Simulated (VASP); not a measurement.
# Zr2AlN3 (R-3m) in VASP: single point with PBE

Aim: the single point of Zr2AlN3 with PBE.

Everything below comes from runs of VASP 6.6.1. Logs are shortened: lines on timing, memory, paths and dates and some standing lists are left out, and cuts for length are marked.

### 1 The cell of the first run

The structure is trigonal, space group R-3m (No. 166). Conventional cell: a = 3.220 Å, b = 3.220 Å, c = 26.262 Å, α = 90.00°, β = 90.00°, γ = 120.00°. Zr (site symmetry 3m) has 4 N at 1.92 to 2.31 Å within 2.5 Å. Al (site symmetry -3m) has 6 N at 2.15 Å within 2.8 Å. N (site symmetry 3m) has 3 Al at 2.15 Å and 3 Zr at 2.31 Å and 3 N at 2.86 Å within 2.9 Å. Within 2.5 Å of N (site symmetry -3m) lie 2 Zr at 1.92 Å.

The cell was generated, and may not be a known phase.

### 2 Single point, PBE

Contents of INCAR:

```
PREC     = Accurate       # precision mode
ENCUT    = 520            # plane-wave cutoff, eV
EDIFF    = 1E-7           # SCF threshold, eV
ISMEAR   = 0              # smearing method
SIGMA    = 0.1            # smearing width, eV
LREAL    = False          # projectors in reciprocal space
LASPH    = True           # aspherical terms in the spheres
NELM     = 80             # most SCF steps
ALGO     = Normal         # electronic algorithm
ISIF     = 2              # what is computed and relaxed
LWAVE    = False          # write WAVECAR
LCHARG   = False          # write CHGCAR
GGA      = PE             # functional
NBANDS   = 30             # bands
```

Contents of KPOINTS:

```
regular mesh
0
Gamma
  12 12 12
```

Contents of POSCAR:

```
Zr2AlN3
1.0
    1.6098425128      0.9294430081      8.7538871504
   -1.6098425128      0.9294430081      8.7538871504
    0.0000000000     -1.8588860163      8.7538871504
Zr Al N
2 1 3
Direct
    0.5730639422      0.5730639422      0.5730639422
    0.4269360578      0.4269360578      0.4269360578
    0.0000000000      0.0000000000      0.0000000000
    0.7079911834      0.7079911834      0.7079911834
    0.2920088166      0.2920088166      0.2920088166
    0.5000000000      0.5000000000      0.5000000000
```

Potentials or basis: VASP PAW PBE potentials, release 64 (Zr_sv, Al, N).

Launch:

```sh
cat potpaw_PBE.64/Zr_sv/POTCAR potpaw_PBE.64/Al/POTCAR potpaw_PBE.64/N/POTCAR > POTCAR
mpirun -np 1 vasp_std > vasp.out
```

OUTCAR:

```text
PREC = Accurate
   ENCUT = 520
   EDIFF = 1E-7
   ISMEAR = 0
   LREAL = False
   LASPH = True
   NELM = 80
   ISIF = 2
   GGA = PE

 ion  position               nearest neighbor table
   1  0.573  0.573  0.573-   6 1.92   5 2.31   5 2.31   5 2.31   3 3.08   3 3.08   3 3.08   2 3.84

   2  0.427  0.427  0.427-   6 1.92   4 2.31   4 2.31   4 2.31   3 3.08   3 3.08   3 3.08   1 3.84

   3  0.000  0.000  0.000-   4 2.15   4 2.15   5 2.15   5 2.15   4 2.15   5 2.15   2 3.08   1 3.08
                             2 3.08   1 3.08   2 3.08   1 3.08
   4  0.708  0.708  0.708-   3 2.15   3 2.15   3 2.15   2 2.31   2 2.31   2 2.31
   5  0.292  0.292  0.292-   3 2.15   3 2.15   3 2.15   1 2.31   1 2.31   1 2.31
   6  0.500  0.500  0.500-   1 1.92   2 1.92

  LATTYP: Found a trigonal (rhomboedric) cell.
 ALAT       =     8.9490780231
 COS(alpha) =     0.9352797493

  Lattice vectors:

 A1 = (   1.6098425128,   0.9294430081,   8.7538871504)
 A2 = (  -1.6098425128,   0.9294430081,   8.7538871504)
 A3 = (   0.0000000000,  -1.8588860163,   8.7538871504)

Analysis of symmetry for initial positions (statically):
=====================================================================
 Subroutine PRICEL returns:
 Original cell was already a primitive cell.

 Routine SETGRP: Setting up the symmetry group for a
 trigonal (rhombohedral) supercell.

 Subroutine GETGRP returns: Found 12 space group operations
 (whereof 12 operations were pure point group operations)
 out of a pool of 12 trial point group operations.

The static configuration has the point symmetry D_3d.

Analysis of symmetry for dynamics (positions and initial velocities):
=====================================================================
 Subroutine PRICEL returns:
 Original cell was already a primitive cell.

 Routine SETGRP: Setting up the symmetry group for a
 trigonal (rhombohedral) supercell.

 Subroutine GETGRP returns: Found 12 space group operations
 (whereof 12 operations were pure point group operations)
 out of a pool of 12 trial point group operations.

The dynamic configuration has the point symmetry D_3d.

 Subroutine INISYM returns: Found 12 space group operations
 (whereof 12 operations are pure point group operations),
 and found     1 'primitive' translations

----------------------------------------------------------------------------------------

                                     Primitive cell

  volume of cell :      78.5884

  direct lattice vectors                    reciprocal lattice vectors
     1.609842513  0.929443008  8.753887150     0.310589387  0.179318866  0.038078322
    -1.609842513  0.929443008  8.753887150    -0.310589387  0.179318866  0.038078322
     0.000000000 -1.858886016  8.753887150     0.000000000 -0.358637733  0.038078322

  length of vectors
     8.949078023  8.949078023  8.949078023     0.360653549  0.360653549  0.360653549

  position of ions in fractional coordinates (direct lattice)
     0.573063942  0.573063942  0.573063942
     0.426936058  0.426936058  0.426936058
     0.000000000  0.000000000  0.000000000
     0.707991183  0.707991183  0.707991183
     0.292008817  0.292008817  0.292008817
     0.500000000  0.500000000  0.500000000

  ion indices of the primitive-cell ions
   primitive index   ion index
                 1           1
                 2           2
                 3           3
                 4           4
                 5           5
                 6           6

----------------------------------------------------------------------------------------

 KPOINTS: regular mesh

Automatic generation of k-mesh.
 Grid dimensions read from file:
 generate k-points for:   12   12   12

 Generating k-lattice:

  Cartesian coordinates                     Fractional coordinates (reciprocal lattice)
     0.025882449  0.014943239  0.003173193     0.083333333  0.000000000  0.000000000
    -0.025882449  0.014943239  0.003173193     0.000000000  0.083333333  0.000000000
     0.000000000 -0.029886478  0.003173193     0.000000000  0.000000000  0.083333333

  Length of vectors
     0.030054462  0.030054462  0.030054462

  Shift w.r.t. Gamma in fractional coordinates (k-lattice)
     0.000000000  0.000000000  0.000000000

 Subroutine IBZKPT returns following result:
 ===========================================

 Found    189 irreducible k-points:

 Following reciprocal coordinates:
            Coordinates               Weight
  0.000000  0.000000  0.000000      1.000000
  0.083333 -0.000000 -0.000000      6.000000
  0.166667 -0.000000 -0.000000      6.000000
  0.250000  0.000000  0.000000      6.000000
  0.333333 -0.000000 -0.000000      6.000000
  0.416667  0.000000 -0.000000      6.000000
[... 16 lines left out ...]
  0.500000  0.166667  0.000000     12.000000
 -0.416667  0.166667  0.000000     12.000000
 [... further k-points ...]
   k-points           NKPTS =    189   k-points in BZ     NKDIM =    189   number of bands    NBANDS=     30
   number of dos      NEDOS =    301   number of ions     NIONS =      6
   total plane-waves  NPLWV = 343000
   dimension x,y,z NGX =    70 NGY =   70 NGZ =   70
   dimension x,y,z NGXF=   140 NGYF=  140 NGZF=  140
   ions per type =               2   1   3
   NGX,Y,Z   is equivalent  to a cutoff of  13.00, 13.00, 13.00 a.u.
   NGXF,Y,Z  is equivalent  to a cutoff of  26.01, 26.01, 26.01 a.u.
 SYSTEM =  unknown system
   PREC   = accura    normal or accurate (medium, high low for compatibility)
   ISTART =      0    job   : 0-new  1-cont  2-samecut
   ICHARG =      2    charge: 1-file 2-atom 10-const
   ISPIN  =      1    spin polarized calculation?
   LNONCOLLINEAR =      F non collinear calculations
   LSORBIT =      F    spin-orbit coupling
   LASPH  =      T    aspherical Exc in radial PAW
   ENCUT  =  520.0 eV  38.22 Ry    6.18 a.u.  16.64 16.64 16.64*2*pi/ulx,y,z
   NELM   =     80;   NELMIN=  2; NELMDL= -5     # of ELM steps
   EDIFF  = 0.1E-06   stopping-criterion for ELM
   LREAL  =      F    real-space projection
   EDIFFG = 0.1E-05   stopping-criterion for IOM
   NSW    =      0    number of steps for IOM
   IBRION =     -1    ionic relax: 0-MD 1-quasi-New 2-CG
   NFREE  =      0    steps in history (QN), initial steepest desc. (CG)
   ISIF   =      2    stress and relaxation
   ISYM   =      2    0-nonsym 1-usesym 2-fastsym
   POTIM  = 0.5000    time-step for ionic-motion
   TEBEG  =    0.0;   TEEND  =   0.0 temperature during run
   PSTRESS=    0.0 pullay stress
   NELECT =      42.0000    total number of electrons
   NUPDOWN=      -1.0000    fix difference up-down
   EMIN   =  10.00;   EMAX   =-10.00  energy-range for DOS
   EFERMI =   0.00;   METHOD = LEGACY
   ISMEAR =     0;   SIGMA  =   0.10  broadening in eV -4-tet -1-fermi 0-gaus
   EFERMI_NEDOS =   21; number of points for ismear=-14 and -15
   IALGO  =     38    algorithm
   IMIX   =      4    mixing-type and parameters
     AMIX     =   0.40;   BMIX     =  1.00
     AMIX_MAG =   1.60;   BMIX_MAG =  1.00
  volume/ion in A,a.u.               =      13.10        88.39
  Fermi-wavevector in a.u.,A,eV,Ry     =   1.328531  2.510560 24.014223  1.764996
  Thomas-Fermi vector in A             =   2.457762
   LORBIT       =      0    0 simple, 1 ext, 2 COOP (PROOUT), +10 PAW based schemes
   GGA     = PE    functional components
   LHFCALC =     F    Hartree Fock is set to
   AEXX    =    0.0000 exact exchange contribution
   IVDW    =     0    specifies the selected vdW correction
   LEPSILON=     F    determine dielectric tensor
   LRPA    =     F    only Hartree local field effects (RPA)
 non-spin polarized calculation
 Gauss-broadening in eV      SIGMA  =   0.10
  energy-cutoff  :      520.00
  volume of cell :       78.59
 maximum number of plane-waves:      2146
 NGX is ok and might be reduce to    70
   NGX = 33   NGY = 33   NGZ = 33

 number of electron      41.9999999 magnetization

 Free energy of the ion-electron system (eV)
  ---------------------------------------------------
  ext. energy  EPLUGINS =         0.00000000
  ---------------------------------------------------
  free energy    TOTEN  =       -49.85084295 eV

  energy without entropy =      -49.83863528  energy(sigma->0) =      -49.84473911

 E-fermi :   8.8291     XC(G=0): -11.3058

 val. band max:        8.8164867795   @ k =  -0.3333   0.0833   0.0833
 cond. band min:       8.8329372928   @ k =  -0.4167   0.3333   0.1667
 fundamental gap:      0.0164505133
 Fermi energy:         8.8290825164

 k-point     1 :       0.0000    0.0000    0.0000
  band No.  band energies     occupation
      1     -40.0287      2.00000
      2     -40.0246      2.00000
      3     -18.4833      2.00000
      4     -18.3138      2.00000
      5     -17.8077      2.00000
      6     -17.8077      2.00000
[... 22 lines left out ...]
     29      12.5734      0.00000
     30      12.5734      0.00000

 k-point     2 :       0.0833   -0.0000   -0.0000
  band No.  band energies     occupation
      1     -40.0223      2.00000
      2     -40.0182      2.00000
      3     -18.4713      2.00000
      4     -18.3040      2.00000
      5     -17.8648      2.00000
      6     -17.8570      2.00000
[... 22 lines left out ...]
     29      12.6428      0.00000
     30      12.9567      0.00000

 k-point     3 :       0.1667   -0.0000   -0.0000
  band No.  band energies     occupation
      1     -40.0047      2.00000
      2     -40.0008      2.00000
      3     -18.4391      2.00000
      4     -18.2789      2.00000
      5     -18.0171      2.00000
      6     -18.0053      2.00000
[... 682 lines left out ...]
     29      14.5889      0.00000
     30      14.9662      0.00000

 k-point    24 :      -0.4167    0.1667    0.0000
  band No.  band energies     occupation
      1     -39.9264      2.00000
      2     -39.9228      2.00000
      3     -18.5524      2.00000
      4     -18.5424      2.00000
      5     -18.2754      2.00000
      6     -18.1353      2.00000
[... 22 lines left out ...]
     29      14.6076      0.00000
     30      14.8638      0.00000

 [... further k-points ...]

------------------------ aborting loop because EDIFF is reached ----------------------------------------

  FORCE on cell =-STRESS in cart. coord.  units (eV):
  Direction    XX          YY          ZZ          XY          YZ          ZX
  --------------------------------------------------------------------------------------
  -------------------------------------------------------------------------------------
  Total       -0.0059511     -0.0059511      0.2489381      0.0000000     -0.0000000      0.0000000
  in kB       -0.1213256     -0.1213256      5.0750889      0.0000000     -0.0000000      0.0000000
  external PRESSURE =       1.6108126 kB  Pullay stress =       0.0000000 kB

 VOLUME and BASIS-vectors are now :
 -----------------------------------------------------------------------------
  energy-cutoff  :      520.00
  volume of cell :       78.59
      direct lattice vectors                 reciprocal lattice vectors
     1.609842513  0.929443008  8.753887150     0.310589387  0.179318866  0.038078322
    -1.609842513  0.929443008  8.753887150    -0.310589387  0.179318866  0.038078322
     0.000000000 -1.858886016  8.753887150     0.000000000 -0.358637733  0.038078322

 POSITION                                       TOTAL-FORCE (eV/Angst)
 -----------------------------------------------------------------------------------
      0.00000     -0.00000     15.04961        -0.000000     -0.000000      0.048599
      0.00000     -0.00000     11.21205        -0.000000      0.000000     -0.048599
      0.00000      0.00000      0.00000        -0.000000      0.000000      0.000000
      0.00000     -0.00000     18.59302        -0.000000      0.000000     -0.011313
      0.00000     -0.00000      7.66864        -0.000000     -0.000000      0.011313
      0.00000     -0.00000     13.13083         0.000000      0.000000      0.000000
 -----------------------------------------------------------------------------------
    total drift:                                0.000000     -0.000000      0.000000

  FREE ENERGIE OF THE ION-ELECTRON SYSTEM (eV)
  ---------------------------------------------------
  free  energy   TOTEN  =       -49.8508429461 eV

  energy  without entropy=      -49.8386352754  energy(sigma->0) =      -49.84473911
```

Run time: 59 min. Hardware: 1 thread of Intel Xeon Platinum 8259CL at 2.50GHz (Skylake/Cascade Lake), shared host; peak memory 0.95 GiB.

What came out:

| Quantity | Value |
| --- | --- |
| Free energy | -49.8508 eV |
| Pressure | 0.2 GPa |
| Largest force | 0.049 eV/Å |
| Band gap on the k mesh | zero (bands 21 and 22 overlap by 0.28 eV) |

Forces in eV/Å, atoms in the order of the input:
```
Zr   0.000  0.000  0.049
Zr   0.000  0.000 -0.049
Al   0.000  0.000  0.000
N    0.000  0.000 -0.011
N    0.000  0.000  0.011
N    0.000  0.000  0.000
```
